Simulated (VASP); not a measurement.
# CoSi2 (Fm-3m) in VASP: notebook

CoSi2 is run at these levels: PBE; tasks: single point.

Everything below comes from runs of VASP 6.6.1. Logs are shortened: lines on timing, memory, paths and dates and some standing lists are left out, and cuts for length are marked.

## Step 1: The cell of the first run

Symmetry: Fm-3m, No. 225, cubic system. The conventional cell has a = 5.137 Å, b = 5.137 Å, c = 5.137 Å, α = 90.00°, β = 90.00°, γ = 90.00°. Within 2.9 Å of Co (site symmetry m-3m) lie 8 Si at 2.22 Å. Si (site symmetry -43m) has 4 Co at 2.22 Å and 6 Si at 2.57 Å within 2.9 Å.

## Step 2: Single point, PBE, collinear spin, ferromagnetic start (11.30 Å³/atom)

INCAR reads:

```
PREC = Accurate
ENCUT = 520
EDIFF = 1E-6
ISMEAR = 0
SIGMA = 0.15
LREAL = False
LASPH = True
NELM = 150
ALGO = Normal
ISIF = 2
LWAVE = False
LCHARG = False
ISPIN = 2
MAGMOM = 1.1 0 0
LORBIT = 11
NUPDOWN = 1.1
LMAXMIX = 4
GGA = PE
NBANDS = 20
```

KPOINTS reads:

```
Automatic mesh
0
Gamma
  14 14 14
```

POSCAR reads:

```
CoSi2
1.0
    0.0000000000      2.5683793221      2.5683793221
    2.5683793221      0.0000000000      2.5683793221
    2.5683793221      2.5683793221      0.0000000000
Co Si
1 2
Direct
    0.0000000000      0.0000000000      0.0000000000
    0.2500000000      0.2500000000      0.2500000000
    0.7500000000      0.7500000000      0.7500000000
```

Potentials or basis: VASP PAW PBE potentials, release 64 (Co, Si).

The run is started by

```sh
cat potpaw_PBE.64/Co/POTCAR potpaw_PBE.64/Si/POTCAR > POTCAR
mpirun -np 1 vasp_std > vasp.out
```

OUTCAR:

```text
PREC = Accurate
   ENCUT = 520
   EDIFF = 1E-6
   ISMEAR = 0
   LREAL = False
   LASPH = True
   NELM = 150
   ISIF = 2
   ISPIN = 2
   LORBIT = 11
   NUPDOWN = 1.1
   GGA = PE

 ion  position               nearest neighbor table
   1  0.000  0.000  0.000-   3 2.22   3 2.22   3 2.22   2 2.22   3 2.22   2 2.22   2 2.22   2 2.22

   2  0.250  0.250  0.250-   1 2.22   1 2.22   1 2.22   1 2.22   3 2.57   3 2.57   3 2.57   3 2.57
                             3 2.57   3 2.57
   3  0.750  0.750  0.750-   1 2.22   1 2.22   1 2.22   1 2.22   2 2.57   2 2.57   2 2.57   2 2.57
                             2 2.57   2 2.57

  LATTYP: Found a face centered cubic cell.
 ALAT       =     5.1367586442

  Lattice vectors:

 A1 = (   0.0000000000,   2.5683793221,   2.5683793221)
 A2 = (   2.5683793221,   0.0000000000,   2.5683793221)
 A3 = (   2.5683793221,   2.5683793221,   0.0000000000)

Analysis of symmetry for initial positions (statically):
=====================================================================
 Subroutine PRICEL returns:
 Original cell was already a primitive cell.

 Routine SETGRP: Setting up the symmetry group for a
 face centered cubic supercell.

 Subroutine GETGRP returns: Found 48 space group operations
 (whereof 48 operations were pure point group operations)
 out of a pool of 48 trial point group operations.

The static configuration has the point symmetry O_h .

Analysis of symmetry for dynamics (positions and initial velocities):
=====================================================================
 Subroutine PRICEL returns:
 Original cell was already a primitive cell.

 Routine SETGRP: Setting up the symmetry group for a
 face centered cubic supercell.

 Subroutine GETGRP returns: Found 48 space group operations
 (whereof 48 operations were pure point group operations)
 out of a pool of 48 trial point group operations.

The dynamic configuration has the point symmetry O_h .

Analysis of structural, dynamic, and magnetic symmetry:
=====================================================================
 Subroutine PRICEL returns:
 Original cell was already a primitive cell.

 Routine SETGRP: Setting up the symmetry group for a
 face centered cubic supercell.

 Subroutine GETGRP returns: Found 48 space group operations
 (whereof 48 operations were pure point group operations)
 out of a pool of 48 trial point group operations.

The overall configuration has the point symmetry O_h .

 Subroutine INISYM returns: Found 48 space group operations
 (whereof 48 operations are pure point group operations),
 and found     1 'primitive' translations

----------------------------------------------------------------------------------------

                                     Primitive cell

  volume of cell :      33.8850

  direct lattice vectors                    reciprocal lattice vectors
     0.000000000  2.568379322  2.568379322    -0.194675294  0.194675294  0.194675294
     2.568379322  0.000000000  2.568379322     0.194675294 -0.194675294  0.194675294
     2.568379322  2.568379322  0.000000000     0.194675294  0.194675294 -0.194675294

  length of vectors
     3.632236871  3.632236871  3.632236871     0.337187500  0.337187500  0.337187500

  position of ions in fractional coordinates (direct lattice)
     0.000000000  0.000000000  0.000000000
     0.250000000  0.250000000  0.250000000
     0.750000000  0.750000000  0.750000000

  ion indices of the primitive-cell ions
   primitive index   ion index
                 1           1
                 2           2
                 3           3

----------------------------------------------------------------------------------------

 KPOINTS: Automatic mesh

Automatic generation of k-mesh.
 Grid dimensions read from file:
 generate k-points for:   14   14   14

 Generating k-lattice:

  Cartesian coordinates                     Fractional coordinates (reciprocal lattice)
    -0.013905378  0.013905378  0.013905378     0.071428571  0.000000000  0.000000000
     0.013905378 -0.013905378  0.013905378     0.000000000  0.071428571  0.000000000
     0.013905378  0.013905378 -0.013905378     0.000000000  0.000000000  0.071428571

  Length of vectors
     0.024084821  0.024084821  0.024084821

  Shift w.r.t. Gamma in fractional coordinates (k-lattice)
     0.000000000  0.000000000  0.000000000

 Subroutine IBZKPT returns following result:
 ===========================================

 Found    104 irreducible k-points:

 Following reciprocal coordinates:
            Coordinates               Weight
  0.000000  0.000000  0.000000      1.000000
  0.071429  0.000000  0.000000      8.000000
  0.142857  0.000000  0.000000      8.000000
  0.214286  0.000000  0.000000      8.000000
  0.285714  0.000000  0.000000      8.000000
  0.357143  0.000000  0.000000      8.000000
[... 16 lines left out ...]
  0.214286  0.142857  0.000000     24.000000
  0.285714  0.142857  0.000000     24.000000
 [... further k-points ...]
   k-points           NKPTS =    104   k-points in BZ     NKDIM =    104   number of bands    NBANDS=     20
   number of dos      NEDOS =    301   number of ions     NIONS =      3
   total plane-waves  NPLWV =  21952
   dimension x,y,z NGX =    28 NGY =   28 NGZ =   28
   dimension x,y,z NGXF=    56 NGYF=   56 NGZF=   56
   ions per type =               1   2
   NGX,Y,Z   is equivalent  to a cutoff of  12.82, 12.82, 12.82 a.u.
   NGXF,Y,Z  is equivalent  to a cutoff of  25.63, 25.63, 25.63 a.u.
 SYSTEM =  unknown system
   PREC   = accura    normal or accurate (medium, high low for compatibility)
   ISTART =      0    job   : 0-new  1-cont  2-samecut
   ICHARG =      2    charge: 1-file 2-atom 10-const
   ISPIN  =      2    spin polarized calculation?
   LNONCOLLINEAR =      F non collinear calculations
   LSORBIT =      F    spin-orbit coupling
   LASPH  =      T    aspherical Exc in radial PAW
   ENCUT  =  520.0 eV  38.22 Ry    6.18 a.u.   6.75  6.75  6.75*2*pi/ulx,y,z
   NELM   =    150;   NELMIN=  2; NELMDL= -5     # of ELM steps
   EDIFF  = 0.1E-05   stopping-criterion for ELM
   LREAL  =      F    real-space projection
   EDIFFG = 0.1E-04   stopping-criterion for IOM
   NSW    =      0    number of steps for IOM
   IBRION =     -1    ionic relax: 0-MD 1-quasi-New 2-CG
   NFREE  =      0    steps in history (QN), initial steepest desc. (CG)
   ISIF   =      2    stress and relaxation
   ISYM   =      2    0-nonsym 1-usesym 2-fastsym
   POTIM  = 0.5000    time-step for ionic-motion
   TEBEG  =    0.0;   TEEND  =   0.0 temperature during run
   PSTRESS=    0.0 pullay stress
   NELECT =      17.0000    total number of electrons
   NUPDOWN=       1.1000    fix difference up-down
   EMIN   =  10.00;   EMAX   =-10.00  energy-range for DOS
   EFERMI =   0.00;   METHOD = LEGACY
   ISMEAR =     0;   SIGMA  =   0.15  broadening in eV -4-tet -1-fermi 0-gaus
   EFERMI_NEDOS =   21; number of points for ismear=-14 and -15
   IALGO  =     38    algorithm
   IMIX   =      4    mixing-type and parameters
     AMIX     =   0.40;   BMIX     =  1.00
     AMIX_MAG =   1.60;   BMIX_MAG =  1.00
  volume/ion in A,a.u.               =      11.30        76.22
  Fermi-wavevector in a.u.,A,eV,Ry     =   1.300834  2.458220 23.023368  1.692170
  Thomas-Fermi vector in A             =   2.432007
   LORBIT       =     11    0 simple, 1 ext, 2 COOP (PROOUT), +10 PAW based schemes
   GGA     = PE    functional components
   LHFCALC =     F    Hartree Fock is set to
   AEXX    =    0.0000 exact exchange contribution
   IVDW    =     0    specifies the selected vdW correction
   LEPSILON=     F    determine dielectric tensor
   LRPA    =     F    only Hartree local field effects (RPA)
 spin polarized calculation
 Gauss-broadening in eV      SIGMA  =   0.15
  energy-cutoff  :      520.00
  volume of cell :       33.89
 maximum number of plane-waves:       941
   NGX = 13   NGY = 13   NGZ = 13

 number of electron      16.9999994 magnetization       1.0999999

 Free energy of the ion-electron system (eV)
  ---------------------------------------------------
  ext. energy  EPLUGINS =         0.00000000
  ---------------------------------------------------
  free energy    TOTEN  =       -18.21410847 eV

  energy without entropy =      -18.19332935  energy(sigma->0) =      -18.20371891

 E-fermi :  11.3139     XC(G=0): -12.3335

 val. band max:       13.9549133841   @ k =   0.4286   0.2857   0.0000
 cond. band min:      11.3171681785   @ k =  -0.4286   0.3571   0.1429
 fundamental gap:     -2.6377452055
 Fermi energy:        13.9621794156

 spin component 1

 k-point     1 :       0.0000    0.0000    0.0000
  band No.  band energies     occupation
      1      -2.3868      1.00000
      2       6.9680      1.00000
      3       6.9680      1.00000
      4       6.9680      1.00000
      5       9.1804      1.00000
      6       9.1804      1.00000
[... 12 lines left out ...]
     19      22.8833      0.00000
     20      29.3459      0.00000
[... 507 lines left out ...]
 k-point    24 :       0.2857    0.1429    0.0000
  band No.  band energies     occupation
      1      -1.1541      1.00000
      2       5.3982      1.00000
      3       7.1593      1.00000
      4       7.2139      1.00000
      5       8.3617      1.00000
      6       9.4011      1.00000
[... 12 lines left out ...]
     19      27.4849      0.00000
     20      29.6711      0.00000

 [... further k-points ...]

 spin component 2

 k-point     1 :       0.0000    0.0000    0.0000
  band No.  band energies     occupation
      1      -2.1095      1.00000
      2       7.3756      1.00000
      3       7.3756      1.00000
      4       7.3756      1.00000
      5       9.7191      1.00000
      6       9.7191      1.00000
[... 12 lines left out ...]
     19      23.0146      0.00000
     20      29.6232      0.00000
[... 507 lines left out ...]
 k-point    24 :       0.2857    0.1429    0.0000
  band No.  band energies     occupation
      1      -0.8760      1.00000
      2       5.7367      1.00000
      3       7.5484      1.00000
      4       7.6133      1.00000
      5       8.8085      1.00000
      6       9.9460      1.00000
[... 12 lines left out ...]
     19      27.6765      0.00000
     20      29.9802      0.00000

 [... further k-points ...]
[... 5 lines left out ...]
  --------------------------------------------------------------------------------------
  -------------------------------------------------------------------------------------
  Total        7.5572257      7.5572257      7.5572257     -0.0000000     -0.0000000      0.0000000
  in kB      357.3267115    357.3267115    357.3267115     -0.0000000     -0.0000000      0.0000000
  external PRESSURE =     357.3267115 kB  Pullay stress =       0.0000000 kB

 VOLUME and BASIS-vectors are now :
 -----------------------------------------------------------------------------
  energy-cutoff  :      520.00
  volume of cell :       33.89
      direct lattice vectors                 reciprocal lattice vectors
     0.000000000  2.568379322  2.568379322    -0.194675294  0.194675294  0.194675294
     2.568379322  0.000000000  2.568379322     0.194675294 -0.194675294  0.194675294
     2.568379322  2.568379322  0.000000000     0.194675294  0.194675294 -0.194675294

 POSITION                                       TOTAL-FORCE (eV/Angst)
 -----------------------------------------------------------------------------------
      0.00000      0.00000      0.00000        -0.000000      0.000000     -0.000000
      1.28419      1.28419      1.28419        -0.000000      0.000000     -0.000000
      3.85257      3.85257      3.85257         0.000000     -0.000000      0.000000
 -----------------------------------------------------------------------------------
    total drift:                               -0.000000     -0.000000      0.000000

  FREE ENERGIE OF THE ION-ELECTRON SYSTEM (eV)
  ---------------------------------------------------
  free  energy   TOTEN  =       -18.2141084742 eV

  energy  without entropy=      -18.1933293528  energy(sigma->0) =      -18.20371891

 total charge

# of ion       s       p       d       tot
------------------------------------------
    1        0.614   0.891   7.713   9.218
    2        0.732   0.957   0.000   1.689
    3        0.732   0.957   0.000   1.689
--------------------------------------------------
tot          2.077   2.805   7.713  12.595

 magnetization (x)

# of ion       s       p       d       tot
------------------------------------------
    1        0.014   0.161   0.492   0.667
    2        0.018   0.074   0.000   0.093
    3        0.018   0.074   0.000   0.093
--------------------------------------------------
tot          0.051   0.310   0.492   0.853
```

Run time: 57 s. Hardware: 1 thread of Intel Xeon 6975P-C (Granite Rapids), shared host; peak memory 0.24 GiB.

What came out:

* Free energy: -18.2141 eV
* Pressure: 35.7 GPa
* Net moment: 1.10 μB per cell
* Site moments: Co +0.67; Si +0.09 μB
* Valence electrons inside the program's atomic spheres: Co 9.22; Si 1.69

Caveat: the cell stands under pressure; the total moment is fixed, so each spin has its own Fermi level.

[end of part 1 of 2]
